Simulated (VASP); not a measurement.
Runs of VASP 6.6.1 on CdSe. It takes space group Fm-3m (No. 225, cubic). Conventional cell: a = 5.686 Å, b = 5.686 Å, c = 5.686 Å, α = 90.00°, β = 90.00°, γ = 90.00°. Within 3.7 Å of Cd (site symmetry m-3m) lie 6 Se at 2.84 Å. Se (site symmetry m-3m) has 6 Cd at 2.84 Å within 3.7 Å. 

```csv
level,spin,k mesh,cutoff (eV),smearing,grid for exact exchange (PRECFOCK),share of exact exchange,screening parameter,gap on the mesh (eV),pressure (GPa)
PBEsol,"collinear, zero start",6 × 6 × 6,500,fermi-dirac 0.02 eV,-,-,-,none,-1.6
PBEsol,off,6 × 6 × 6,500,gaussian 0.05 eV,-,-,-,none,-1.6
PBEsol,off,6 × 6 × 6,500,methfessel-paxton 0.2 eV,-,-,-,none,-1.6
PBEsol,off,6 × 6 × 6,500,fermi-dirac 0.02 eV,-,-,-,none,-1.6
PBE-based screened hybrid with 75 % exact exchange,off,4 × 4 × 4,400,fermi-dirac 0.02 eV,Normal,0.75,0.2078 1/Å,(a),-2.9
```

Alike in all rows: task single point; potentials or basis VASP PAW PBE potentials, release 64 (Cd, Se); cell as given.

Problem. Estimate the missing entries.

Solution. (a) 2.56.

Caveats: some runs use coarse meshes; the PAW data sets were made with another functional, which shifts forces and pressure a little; semilocal functionals underestimate gaps, so a narrow gap can read as zero (at least some runs).

A k mesh can miss the band edges, and the runs leave out spin-orbit coupling on Cd, Se.

A gap of «none» marks levels without a gap at the run's occupations.
